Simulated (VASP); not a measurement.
# Lu (P6_3/mmc) in VASP: a series of runs

Runs on Lu. Level: PBEsol. Tasks: single point, relaxation of volume and atoms at fixed shape.

All numbers are computed with VASP 6.6.1; they aren't measurements. Logs are shortened: lines on timing, memory, paths and dates and some standing lists are left out, and cuts for length are marked.

## Step 1: The cell of the first run

The structure is hexagonal, space group P6_3/mmc (No. 194). The conventional cell has a = 3.425 Å, b = 3.425 Å, c = 5.427 Å, α = 90.00°, β = 90.00°, γ = 120.00°. Lu (site symmetry -6m2) has 12 Lu at 3.36 to 3.42 Å within 4.4 Å.

## Step 2: Single point, PBEsol

INCAR reads:

```
SYSTEM = Lu
PREC = Accurate
ENCUT = 520
EDIFF = 1E-6
ISMEAR = -1
SIGMA = 0.1
LREAL = .False.
LASPH = .True.
NELM = 100
ALGO = Normal
ISIF = 2
LWAVE = .False.
LCHARG = .False.
GGA = PS
NBANDS = 32
```

KPOINTS reads:

```
regular mesh
0
Gamma
  7 7 4
  0 0 0
```

POSCAR reads:

```
Lu
1.0
    3.4247352215      0.0000000000      0.0000000000
   -1.7123676108      2.9659077031      0.0000000000
    0.0000000000      0.0000000000      5.4267253184
Lu
2
Direct
    0.3333333333      0.6666666667      0.2500000000
    0.6666666667      0.3333333333      0.7500000000
```

Potentials or basis: VASP PAW PBE potentials, release 64 (Lu).

Launch:

```sh
$ cat potpaw_PBE.64/Lu/POTCAR > POTCAR
$ mpirun -np 1 vasp_std > vasp.out
```

OUTCAR:

```text
SYSTEM = Lu
   PREC = Accurate
   ENCUT = 520
   EDIFF = 1E-6
   ISMEAR = -1
   LREAL = .False.
   LASPH = .True.
   NELM = 100
   ISIF = 2
   GGA = PS

 ion  position               nearest neighbor table
   1  0.333  0.667  0.250-   2 3.36   2 3.36   2 3.36   2 3.36   2 3.36   2 3.36
   2  0.667  0.333  0.750-   1 3.36   1 3.36   1 3.36   1 3.36   1 3.36   1 3.36

  LATTYP: Found a hexagonal cell.
 ALAT       =     3.4247352215
 C/A-ratio  =     1.5845678476

  Lattice vectors:

 A1 = (   3.4247352215,   0.0000000000,   0.0000000000)
 A2 = (  -1.7123676108,   2.9659077031,   0.0000000000)
 A3 = (   0.0000000000,   0.0000000000,   5.4267253184)

Analysis of symmetry for initial positions (statically):
=====================================================================
 Subroutine PRICEL returns:
 Original cell was already a primitive cell.

 Routine SETGRP: Setting up the symmetry group for a
 hexagonal supercell.

 Subroutine GETGRP returns: Found 24 space group operations
 (whereof 12 operations were pure point group operations)
 out of a pool of 24 trial point group operations.

The static configuration has the point symmetry D_3d.
 The point group associated with its full space group is D_6h.

Analysis of symmetry for dynamics (positions and initial velocities):
=====================================================================
 Subroutine PRICEL returns:
 Original cell was already a primitive cell.

 Routine SETGRP: Setting up the symmetry group for a
 hexagonal supercell.

 Subroutine GETGRP returns: Found 24 space group operations
 (whereof 12 operations were pure point group operations)
 out of a pool of 24 trial point group operations.

The dynamic configuration has the point symmetry D_3d.
 The point group associated with its full space group is D_6h.

 Subroutine INISYM returns: Found 24 space group operations
 (whereof 12 operations are pure point group operations),
 and found     1 'primitive' translations

----------------------------------------------------------------------------------------

                                     Primitive cell

  volume of cell :      55.1217

  direct lattice vectors                    reciprocal lattice vectors
     3.424735222  0.000000000  0.000000000     0.291993376  0.168582454  0.000000000
    -1.712367611  2.965907703  0.000000000     0.000000000  0.337164909  0.000000000
     0.000000000  0.000000000  5.426725318     0.000000000  0.000000000  0.184273193

  length of vectors
[... 77 lines left out ...]
   LSORBIT =      F    spin-orbit coupling
   LASPH  =      T    aspherical Exc in radial PAW
   ENCUT  =  520.0 eV  38.22 Ry    6.18 a.u.   6.37  6.37 10.09*2*pi/ulx,y,z
   NELM   =    100;   NELMIN=  2; NELMDL= -5     # of ELM steps
   EDIFF  = 0.1E-05   stopping-criterion for ELM
   LREAL  =      F    real-space projection
   EDIFFG = 0.1E-04   stopping-criterion for IOM
   NSW    =      0    number of steps for IOM
   IBRION =     -1    ionic relax: 0-MD 1-quasi-New 2-CG
   NFREE  =      0    steps in history (QN), initial steepest desc. (CG)
   ISIF   =      2    stress and relaxation
   ISYM   =      2    0-nonsym 1-usesym 2-fastsym
   POTIM  = 0.5000    time-step for ionic-motion
   TEBEG  =    0.0;   TEEND  =   0.0 temperature during run
   PSTRESS=    0.0 pullay stress
   NELECT =      50.0000    total number of electrons
   NUPDOWN=      -1.0000    fix difference up-down
   EMIN   =  10.00;   EMAX   =-10.00  energy-range for DOS
   EFERMI =   0.00;   METHOD = LEGACY
   ISMEAR =    -1;   SIGMA  =   0.10  broadening in eV -4-tet -1-fermi 0-gaus
   EFERMI_NEDOS =   21; number of points for ismear=-14 and -15
   IALGO  =     38    algorithm
   IMIX   =      4    mixing-type and parameters
     AMIX     =   0.40;   BMIX     =  1.00
     AMIX_MAG =   1.60;   BMIX_MAG =  1.00
  volume/ion in A,a.u.               =      27.56       185.99
  Fermi-wavevector in a.u.,A,eV,Ry     =   1.584738  2.994720 34.169576  2.511393
  Thomas-Fermi vector in A             =   2.684309
   LORBIT       =      0    0 simple, 1 ext, 2 COOP (PROOUT), +10 PAW based schemes
   GGA     = PS    functional components
   LHFCALC =     F    Hartree Fock is set to
   AEXX    =    0.0000 exact exchange contribution
   IVDW    =     0    specifies the selected vdW correction
   LEPSILON=     F    determine dielectric tensor
   LRPA    =     F    only Hartree local field effects (RPA)
 non-spin polarized calculation
  energy-cutoff  :      520.00
  volume of cell :       55.12
 maximum number of plane-waves:      1502
 NGX is ok and might be reduce to    28
   NGX = 13   NGY = 13   NGZ = 21

 number of electron      50.0000020 magnetization

 Free energy of the ion-electron system (eV)
  ---------------------------------------------------
  ext. energy  EPLUGINS =         0.00000000
  ---------------------------------------------------
  free energy    TOTEN  =        -9.95889669 eV

  energy without entropy =       -9.86271982  energy(sigma->0) =       -9.91080826

 E-fermi :   2.2908     XC(G=0): -11.0451

 val. band max:        2.2540189518   @ k =   0.4286   0.0000   0.2500
 cond. band min:       2.2947388207   @ k =   0.2857   0.2857   0.5000
 fundamental gap:      0.0407198689
 Fermi energy:         2.2908454123

 k-point     1 :       0.0000    0.0000    0.0000
  band No.  band energies     occupation
      1     -53.7631      2.00000
      2     -53.7195      2.00000
      3     -24.7625      2.00000
      4     -24.2461      2.00000
      5     -24.2461      2.00000
      6     -24.1520      2.00000
[... 829 lines left out ...]
     31       8.2035      0.00000
     32       8.2035      0.00000

------------------------ aborting loop because EDIFF is reached ----------------------------------------

  FORCE on cell =-STRESS in cart. coord.  units (eV):
  Direction    XX          YY          ZZ          XY          YZ          ZX
  --------------------------------------------------------------------------------------
  -------------------------------------------------------------------------------------
  Total        0.1873820      0.1873820     -0.3055782     -0.0000000      0.0000000     -0.0000000
  in kB        5.4464801      5.4464801     -8.8819929     -0.0000000      0.0000000     -0.0000000
  external PRESSURE =       0.6703224 kB  Pullay stress =       0.0000000 kB

 VOLUME and BASIS-vectors are now :
 -----------------------------------------------------------------------------
  energy-cutoff  :      520.00
  volume of cell :       55.12
      direct lattice vectors                 reciprocal lattice vectors
     3.424735222  0.000000000  0.000000000     0.291993376  0.168582454  0.000000000
    -1.712367611  2.965907703  0.000000000     0.000000000  0.337164909  0.000000000
     0.000000000  0.000000000  5.426725318     0.000000000  0.000000000  0.184273193

 POSITION                                       TOTAL-FORCE (eV/Angst)
 -----------------------------------------------------------------------------------
     -0.00000      1.97727      1.35668         0.000000     -0.000000      0.000000
      1.71237      0.98864      4.07004        -0.000000      0.000000      0.000000
 -----------------------------------------------------------------------------------
    total drift:                                0.000000     -0.000000      0.000000

  FREE ENERGIE OF THE ION-ELECTRON SYSTEM (eV)
  ---------------------------------------------------
  free  energy   TOTEN  =        -9.9588966935 eV

  energy  without entropy=       -9.8627198237  energy(sigma->0) =       -9.91080826
```

OSZICAR:

```text
N       E                     dE             d eps       ncg     rms          rms(c)
DAV:   1     0.239132588233E+03    0.23913E+03   -0.19080E+04  2208   0.504E+03
DAV:   2     0.199424021860E+02   -0.21919E+03   -0.21007E+03  1680   0.553E+02
DAV:   3    -0.762820181834E+01   -0.27571E+02   -0.27097E+02  2208   0.119E+02
DAV:   4    -0.100966806969E+02   -0.24685E+01   -0.24533E+01  2344   0.248E+01
DAV:   5    -0.101723577161E+02   -0.75677E-01   -0.75655E-01  2288   0.460E+00    0.490E+00
DAV:   6    -0.999502512153E+01    0.17733E+00   -0.58799E-01  2472   0.104E+01    0.214E+00
DAV:   7    -0.996222914310E+01    0.32796E-01   -0.95569E-02  2160   0.186E+00    0.509E-01
DAV:   8    -0.995861911442E+01    0.36100E-02   -0.17067E-02  2560   0.912E-01    0.161E-01
DAV:   9    -0.995893070566E+01   -0.31159E-03   -0.23008E-03  1952   0.338E-01    0.204E-01
DAV:  10    -0.995889827647E+01    0.32429E-04   -0.48961E-04  2328   0.196E-01    0.168E-02
DAV:  11    -0.995889707873E+01    0.11977E-05   -0.17975E-05  2064   0.252E-02    0.368E-03
DAV:  12    -0.995889669352E+01    0.38521E-06   -0.13753E-06  1432   0.765E-03
   1 F= -.99588967E+01 E0= -.99108083E+01  d E =-.961769E-01
```

Wall time 24 s (1 thread of Intel Xeon Platinum 8488C (Sapphire Rapids), shared host); peak memory 0.19 GiB.

Results:

| Item | Value |
| --- | --- |
| Free energy | -9.9589 eV |
| Pressure | 0.1 GPa |
| Band gap on the k mesh | zero (band 25 reaches 3.45 eV, above the bottom of band 26 at 1.74 eV) |

Levels at points of the mesh, in eV from the Fermi level:
```tsv
k point	band 21	band 22	band 23	band 24	band 25	band 26	band 27	band 28
(0.00, 0.00, 0.00)	-4.75	-4.73	-4.72	-2.54	0.77	2.24	2.24	2.54
(0.00, 0.00, 0.50)	-4.72	-4.72	-4.45	-4.45	1.16	1.16	2.17	2.17
```

Caveat: the PAW data sets were made with another functional, which shifts forces and pressure a little; spin-orbit coupling is left out, which moves the levels of the heavy elements.

## Step 3: Relaxation of volume and atoms at fixed shape, PBEsol

This run uses another cell than the first one, of 29.50 Å³/atom, 1.070 times its volume.

INCAR reads:

```
SYSTEM = Lu
ALGO = Normal
EDIFF = 1E-6
EDIFFG = -0.02
ENCUT = 600
GGA = PS
IBRION = 2
ISIF = 8
ISMEAR = -1
LASPH = .TRUE.
LCHARG = .FALSE.
LREAL = .FALSE.
LWAVE = .FALSE.
NELM = 60
NSW = 80
PREC = Accurate
SIGMA = 0.1
```

KPOINTS reads:

```
k-points
0
G
  7 7 4
  0 0 0
```

POSCAR reads:

```
Lu
1.0
    3.5031000000      0.0000000000      0.0000000000
   -1.7515500000      3.0337740000      0.0000000000
    0.0000000000      0.0000000000      5.5509000000
Lu
2
Direct
    0.3333333333      0.6666666667      0.2500000000
    0.6666666667      0.3333333333      0.7500000000
```

Potentials or basis: VASP PAW PBE potentials, release 64 (Lu).

Launch:

```sh
$ cat potpaw_PBE.64/Lu/POTCAR > POTCAR
$ mpirun -np 1 vasp_std > vasp.out
```

It took 83 s on 1 thread of Intel Xeon Platinum 8488C (Sapphire Rapids), shared host; peak memory 0.22 GiB.

Results (log left out):

| Item | Value |
| --- | --- |
| Free energy | -9.9606 eV |
| Relaxed volume | 27.69 Å³/atom |
| Relaxed cell | a = 3.430 Å, b = 3.430 Å, c = 5.435 Å, α = 90.00°, β = 90.00°, γ = 120.00° |
| Space group after relaxing (to 0.05 Å) | P6_3/mmc (No. 194) |
| Energy gained by relaxing | 17.4 meV/atom |
| Ionic steps | 3 |
| Pressure after relaxing | 0.0 GPa |
| Band gap on the k mesh | zero (band 25 reaches 3.43 eV, above the bottom of band 26 at 1.72 eV) |

Stress tensor (GPa, compression positive):
```
 0.47  0.00  0.00
 0.00  0.47  0.00
 0.00  0.00 -0.95
```

Step by step:
```csv
step,energy change (eV),largest force (eV/Å),pressure (GPa),volume (Å³)
1,0.0000,0.0000,-2.93,58.99
2,-0.0328,0.0000,0.91,54.51
3,-0.0348,0.0000,-0.01,55.38
```

Final structure:
```yaml
crystal:
  lattice:
    - [3.43003, 0.00000, 0.00000]
    - [-1.71501, 2.97049, 0.00000]
    - [0.00000, 0.00000, 5.43511]
  atoms:
    - { symbol: Lu, position: [0.33333, 0.66667, 0.25000] }
    - { symbol: Lu, position: [0.66667, 0.33333, 0.75000] }
```

Levels at points of the mesh, in eV from the Fermi level:
| k point | band 20 | band 21 | band 22 | band 23 | band 24 | band 25 | band 26 | band 27 | band 28 | band 29 |
| --- | --- | --- | --- | --- | --- | --- | --- | --- | --- | --- |
| (0.00, 0.00, 0.00) | -4.76 | -4.76 | -4.74 | -4.73 | -2.54 | 0.75 | 2.24 | 2.24 | 2.54 | 2.99 |
| (0.00, 0.00, 0.50) | -4.75 | -4.73 | -4.73 | -4.44 | -4.44 | 1.16 | 1.16 | 2.16 | 2.16 | 2.16 |

Caveat: the PAW data sets were made with another functional, which shifts forces and pressure a little; spin-orbit coupling is left out, which moves the levels of the heavy elements.
